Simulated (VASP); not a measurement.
# Si7C (P1) in VASP: single point with PBEsol

Aim: the single point of Si7C with PBEsol.

Program: VASP 6.6.1. These are calculated values, not measurements. Logs are shortened: lines on timing, memory, paths and dates and some standing lists are left out, and cuts for length are marked.

## (1) The cell of the first run

The typed cell holds 64 atoms: a = 10.307 Å, b = 10.307 Å, c = 10.307 Å, α = 90.00°, β = 90.00°, γ = 90.00°.

## (2) Single point, PBEsol

INCAR reads:

```
SYSTEM = Si7C
ALGO = Normal
EDIFF = 1E-7
ENCUT = 520
GGA = PS
ISIF = 2
ISMEAR = -1
ISYM = 0
LASPH = .True.
LCHARG = .False.
LREAL = Auto
LWAVE = .False.
NBANDS = 166
NELM = 60
PREC = Accurate
SIGMA = 0.05
```

KPOINTS reads:

```
Automatic mesh
0
Gamma
  1 1 1
  0.25 0.25 0.25
```

POSCAR reads:

```
Si7C
1.0
   10.3071549079      0.0000000000      0.0000000000
    0.0000000000     10.3071549079      0.0000000000
    0.0000000000      0.0000000000     10.3071549079
Si C
56 8
Direct
    0.9969310000      0.9921400000      0.9920060000
    0.0241080000      0.9824260000      0.4896700000
    0.9956000000      0.5059670000      0.0004760000
    0.0003270000      0.5309070000      0.5021360000
    0.4965390000      0.0022330000      0.0024370000
    0.4966910000      0.0023480000      0.4999090000
    0.5203750000      0.4843540000      0.9868770000
    0.4798170000      0.4802410000      0.5130400000
    0.1240010000      0.1115880000      0.1322360000
    0.1523180000      0.1090250000      0.6332930000
    0.1235780000      0.6299640000      0.1316970000
    0.6033340000      0.1495500000      0.1352920000
    0.6187290000      0.1338500000      0.6332250000
    0.6529260000      0.6356160000      0.1078300000
    0.6235910000      0.6168430000      0.6194720000
    0.2559470000      0.2409880000      0.0009340000
    0.2752760000      0.2674550000      0.5215370000
    0.2501190000      0.7536370000      0.9937430000
    0.2196820000      0.7509520000      0.5036330000
    0.7168340000      0.2722170000      0.9834390000
    0.7507160000      0.2474030000      0.4942670000
    0.7691410000      0.7298360000      0.4857700000
    0.4006510000      0.3570200000      0.1347030000
    0.3683770000      0.8751010000      0.1362100000
    0.3530760000      0.8898650000      0.6364210000
    0.8643370000      0.3800280000      0.1259580000
    0.8737960000      0.3860870000      0.6255510000
    0.8636260000      0.8540290000      0.1128460000
    0.8836520000      0.8675560000      0.6203450000
    0.2316520000      0.9796550000      0.2798850000
    0.2583230000      0.4931520000      0.2454680000
    0.2459730000      0.5052290000      0.7145220000
    0.7451630000      0.0034870000      0.2361950000
    0.7501240000      0.9945470000      0.7547430000
    0.7694620000      0.5235950000      0.2714370000
    0.7295660000      0.4871170000      0.7692770000
    0.3888510000      0.1455860000      0.3651730000
    0.3641350000      0.1127360000      0.8523820000
    0.3695740000      0.6260470000      0.3835640000
    0.3748310000      0.6158160000      0.8670620000
    0.8837390000      0.1140090000      0.3742140000
    0.8664730000      0.1351220000      0.8795290000
    0.8607440000      0.6383640000      0.8844030000
    0.9993160000      0.2516580000      0.2490180000
    0.0051060000      0.2443720000      0.7432020000
    0.9972160000      0.7488800000      0.2785770000
    0.0199270000      0.7319400000      0.7356780000
    0.4879630000      0.2827480000      0.7490600000
    0.5059370000      0.7416170000      0.2447570000
    0.5034710000      0.7582340000      0.7507680000
    0.1258530000      0.3807760000      0.3869870000
    0.1301740000      0.3817340000      0.8681740000
    0.1423330000      0.8897190000      0.8496770000
    0.6071060000      0.3647450000      0.3627890000
    0.6310610000      0.8695330000      0.3752850000
    0.6437040000      0.8605110000      0.8999710000
    0.1229530000      0.6253000000      0.6129140000
    0.7570130000      0.7484610000      0.9989470000
    0.3720100000      0.3867390000      0.6323390000
    0.2536180000      0.0019290000      0.7472980000
    0.8898550000      0.6311980000      0.3846080000
    0.4994010000      0.2503450000      0.2504070000
    0.1181730000      0.8611200000      0.3840980000
    0.6123420000      0.3764030000      0.8662220000
```

Potentials or basis: VASP PAW PBE potentials, release 64 (Si, C).

Launch:

```console
cat potpaw_PBE.64/Si/POTCAR potpaw_PBE.64/C/POTCAR > POTCAR
mpirun -np 1 vasp_std > vasp.out
```

OUTCAR:

```text
SYSTEM = Si7C
   EDIFF = 1E-7
   ENCUT = 520
   GGA = PS
   ISIF = 2
   ISMEAR = -1
   ISYM = 0
   LASPH = .True.
   LREAL = Auto
   NELM = 60
   PREC = Accurate

 ion  position               nearest neighbor table
   1  0.997  0.992  0.992-   9 2.31  42 2.31  28 2.34  53 2.35
   2  0.024  0.982  0.490-  63 1.92  29 2.30  41 2.31  10 2.37  30 3.04  19 3.13
   3  0.996  0.506  0.000-  26 2.28  11 2.28  43 2.29  52 2.33
   4  0.000  0.531  0.502-  61 1.96  57 1.96  51 2.34  27 2.36  22 3.15
   5  0.497  0.002  0.002-  24 2.32  12 2.32  56 2.36  38 2.36
   6  0.497  0.002  0.500-  13 2.30  37 2.31  55 2.33  25 2.35
   7  0.520  0.484  0.987-  64 1.92  23 2.36  40 2.37  14 2.42  20 2.98  36 3.11
   8  0.480  0.480  0.513-  59 1.92  39 2.31  15 2.32  54 2.35  17 3.04
   9  0.124  0.112  0.132-  44 2.28   1 2.31  30 2.32  16 2.34
  10  0.152  0.109  0.633-  60 1.92  45 2.35  17 2.37   2 2.37  25 3.06  38 3.14
  11  0.124  0.630  0.132-   3 2.28  31 2.30  18 2.31  46 2.34
  12  0.603  0.150  0.135-  62 1.91   5 2.32  20 2.33  33 2.34  23 2.99
  13  0.619  0.134  0.633-  21 2.30   6 2.30  34 2.34  48 2.37
  14  0.653  0.636  0.108-  58 1.94  49 2.34  35 2.37   7 2.42  28 3.13  43 3.15
  15  0.624  0.617  0.619-  36 2.32   8 2.32  50 2.34  22 2.35
  16  0.256  0.241  0.001-  38 2.31   9 2.34  23 2.36  52 2.38
  17  0.275  0.267  0.522-  59 1.95  37 2.35  10 2.37  51 2.38   8 3.04
[... 33 lines left out ...]
  51  0.126  0.381  0.387-  31 2.31   4 2.34  44 2.34  17 2.38
  52  0.130  0.382  0.868-  45 2.31   3 2.33  32 2.36  16 2.38
  53  0.142  0.890  0.850-  60 1.94  18 2.33   1 2.35  47 2.37  25 3.09
  54  0.607  0.365  0.363-  62 1.99  21 2.34   8 2.35  35 2.52
  55  0.631  0.870  0.375-  49 2.28  33 2.31  22 2.32   6 2.33
  56  0.644  0.861  0.900-  58 1.93  34 2.31   5 2.36  50 2.36
  57  0.123  0.625  0.613-   4 1.96  47 1.98  19 1.98  32 2.06
  58  0.757  0.748  0.999-  56 1.93  14 1.94  28 1.94  43 1.96
  59  0.372  0.387  0.632-   8 1.92  17 1.95  32 1.97  48 2.01
  60  0.254  0.002  0.747-  10 1.92  25 1.92  53 1.94  38 1.94
  61  0.890  0.631  0.385-  22 1.92   4 1.96  46 1.97  35 2.03
  62  0.499  0.250  0.250-  12 1.91  23 1.91  37 1.97  54 1.99
  63  0.118  0.861  0.384-   2 1.92  19 1.98  30 2.00  46 2.02
  64  0.612  0.376  0.866-   7 1.92  36 1.94  20 1.94  48 2.01

IMPORTANT INFORMATION: All symmetrisations will be switched off!
NOSYMM: (Re-)initialisation of all symmetry stuff for point group C_1.

----------------------------------------------------------------------------------------

                                     Primitive cell

  volume of cell :    1095.0058

  direct lattice vectors                    reciprocal lattice vectors
    10.307154908  0.000000000  0.000000000     0.097019984  0.000000000  0.000000000
     0.000000000 10.307154908  0.000000000     0.000000000  0.097019984  0.000000000
     0.000000000  0.000000000 10.307154908     0.000000000  0.000000000  0.097019984

  length of vectors
    10.307154908 10.307154908 10.307154908     0.097019984  0.097019984  0.097019984

[... 198 lines left out ...]
   ISMEAR =    -1;   SIGMA  =   0.05  broadening in eV -4-tet -1-fermi 0-gaus
   EFERMI_NEDOS =   21; number of points for ismear=-14 and -15
   IALGO  =     38    algorithm
   IMIX   =      4    mixing-type and parameters
     AMIX     =   0.40;   BMIX     =  1.00
     AMIX_MAG =   1.60;   BMIX_MAG =  1.00
  volume/ion in A,a.u.               =      17.11       115.46
  Fermi-wavevector in a.u.,A,eV,Ry     =   1.008516  1.905818 13.838540  1.017104
  Thomas-Fermi vector in A             =   2.141387
   LORBIT       =      0    0 simple, 1 ext, 2 COOP (PROOUT), +10 PAW based schemes
   GGA     = PS    functional components
   LHFCALC =     F    Hartree Fock is set to
   AEXX    =    0.0000 exact exchange contribution
   IVDW    =     0    specifies the selected vdW correction
   LEPSILON=     F    determine dielectric tensor
   LRPA    =     F    only Hartree local field effects (RPA)
 non-spin polarized calculation
  energy-cutoff  :      520.00
  volume of cell :     1095.01
 maximum number of plane-waves:     29497
 NGX is ok and might be reduce to    80
   NGX = 39   NGY = 39   NGZ = 39

 number of electron     255.9999995 magnetization

 Free energy of the ion-electron system (eV)
  ---------------------------------------------------
  ext. energy  EPLUGINS =         0.00000000
  ---------------------------------------------------
  free energy    TOTEN  =      -392.59789304 eV

  energy without entropy =     -392.59172593  energy(sigma->0) =     -392.59480948

 E-fermi :   6.9253     XC(G=0): -10.0207

 val. band max:        6.7017048261   @ k =  -0.2500   0.2500   0.2500
 cond. band min:       7.1611193697   @ k =  -0.2500   0.2500   0.2500
 fundamental gap:      0.4594145436
 Fermi energy:         6.9253168281

 k-point     1 :       0.2500    0.2500    0.2500
  band No.  band energies     occupation
      1      -7.1493      2.00000
      2      -6.9815      2.00000
      3      -6.7121      2.00000
      4      -6.6366      2.00000
      5      -6.4832      2.00000
      6      -6.2797      2.00000
[... 561 lines left out ...]
    139       8.4179      0.00000
    140       8.4891      0.00000
 [bands above 140 left out]

------------------------ aborting loop because EDIFF is reached ----------------------------------------

  FORCE on cell =-STRESS in cart. coord.  units (eV):
  Direction    XX          YY          ZZ          XY          YZ          ZX
  --------------------------------------------------------------------------------------
  -------------------------------------------------------------------------------------
  Total        2.3755018      1.1743305     -0.1576638     -1.8904458     -0.1106464     -3.3312677
  in kB        3.4757580      1.7182428     -0.2306887     -2.7660396     -0.1618942     -4.8742041
  external PRESSURE =       1.6544374 kB  Pullay stress =       0.0000000 kB

 VOLUME and BASIS-vectors are now :
 -----------------------------------------------------------------------------
  energy-cutoff  :      520.00
  volume of cell :     1095.01
      direct lattice vectors                 reciprocal lattice vectors
    10.307154908  0.000000000  0.000000000     0.097019984  0.000000000  0.000000000
     0.000000000 10.307154908  0.000000000     0.000000000  0.097019984  0.000000000
     0.000000000  0.000000000 10.307154908     0.000000000  0.000000000  0.097019984

 POSITION                                       TOTAL-FORCE (eV/Angst)
 -----------------------------------------------------------------------------------
     10.27552     10.22614     10.22476        -0.000196      0.000512      0.052004
      0.24848     10.12602      5.04710         0.143789      0.008101      0.034298
     10.26180      5.21508      0.00491         0.039115     -0.005545      0.001994
      0.00337      5.47214      5.17559         0.021374      0.018541      0.023211
      5.11790      0.02302      0.02512        -0.079159      0.066096      0.024894
      5.11947      0.02420      5.15264         0.015866      0.026619      0.023454
[... 56 lines left out ...]
      1.21803      8.87570      3.95896        -0.144717     -0.083826     -0.060209
      6.31150      3.87964      8.92828        -0.138931     -0.072594     -0.094207
 -----------------------------------------------------------------------------------
    total drift:                               -0.006789     -0.012185     -0.010877

  FREE ENERGIE OF THE ION-ELECTRON SYSTEM (eV)
  ---------------------------------------------------
  free  energy   TOTEN  =      -392.5978930363 eV

  energy  without entropy=     -392.5917259294  energy(sigma->0) =     -392.59480948
```

Run time: 11 min. Hardware: 1 thread of Intel Xeon 6975P-C (Granite Rapids), shared host; peak memory 1.2 GiB.

What came out:

```
Free energy            : -392.5979 eV
Pressure               : 0.2 GPa
Largest force          : 0.207 eV/Å
Band gap on the k mesh : 0.46 eV
```

Forces in eV/Å, atoms in the order of the input:
```
Si   0.000  0.001  0.052
Si   0.144  0.008  0.034
Si   0.039 -0.006  0.002
Si   0.021  0.019  0.023
Si  -0.079  0.066  0.025
Si   0.016  0.027  0.023
Si   0.148  0.061  0.037
Si   0.063  0.070  0.059
Si  -0.029 -0.067  0.025
Si   0.022 -0.091 -0.113
Si  -0.019 -0.007 -0.026
Si  -0.053 -0.035 -0.075
Si  -0.044 -0.055  0.018
Si   0.020 -0.168 -0.119
Si   0.001 -0.047 -0.003
Si   0.045  0.020  0.026
Si   0.002  0.004  0.058
Si  -0.020  0.033  0.039
Si  -0.037  0.113  0.139
Si   0.030  0.094  0.078
Si   0.040  0.067 -0.025
Si   0.023  0.077  0.082
Si  -0.028 -0.054 -0.064
Si  -0.017  0.012 -0.070
Si  -0.172 -0.015 -0.041
Si  -0.078  0.067 -0.049
Si  -0.002 -0.001 -0.071
Si   0.036  0.015 -0.017
Si  -0.031 -0.027  0.007
Si   0.063  0.153  0.030
Si  -0.008  0.030  0.002
Si   0.056  0.078  0.027
Si   0.066  0.007  0.034
Si  -0.010  0.034 -0.014
Si   0.068 -0.015  0.005
Si  -0.004  0.090  0.099
Si  -0.157 -0.115 -0.003
Si   0.033 -0.041 -0.015
Si   0.026  0.023 -0.046
Si  -0.014  0.059 -0.071
Si  -0.007 -0.035 -0.045
Si   0.010  0.001  0.006
Si  -0.129 -0.071  0.016
Si   0.050  0.008  0.106
Si  -0.002  0.035  0.020
Si   0.038  0.040  0.041
Si   0.113  0.051 -0.053
Si   0.031 -0.010  0.045
Si  -0.028 -0.017  0.056
Si   0.069 -0.080  0.079
Si  -0.045 -0.066 -0.043
Si  -0.029 -0.033 -0.011
Si   0.042 -0.106 -0.079
Si   0.012 -0.016 -0.042
Si  -0.031 -0.006  0.002
Si  -0.051 -0.083 -0.089
C   -0.088  0.001 -0.040
C    0.075  0.070  0.094
C   -0.043 -0.124 -0.063
C    0.098  0.114  0.095
C   -0.075 -0.129 -0.113
C    0.113  0.130  0.072
C   -0.145 -0.084 -0.060
C   -0.139 -0.073 -0.094
```

Caveat: semilocal functionals underestimate gaps, and a narrow one can read as zero; the PAW data sets were made with another functional, which shifts forces and pressure a little; a shifted mesh leaves out Γ, where band edges can lie. A k mesh can miss the band edges.
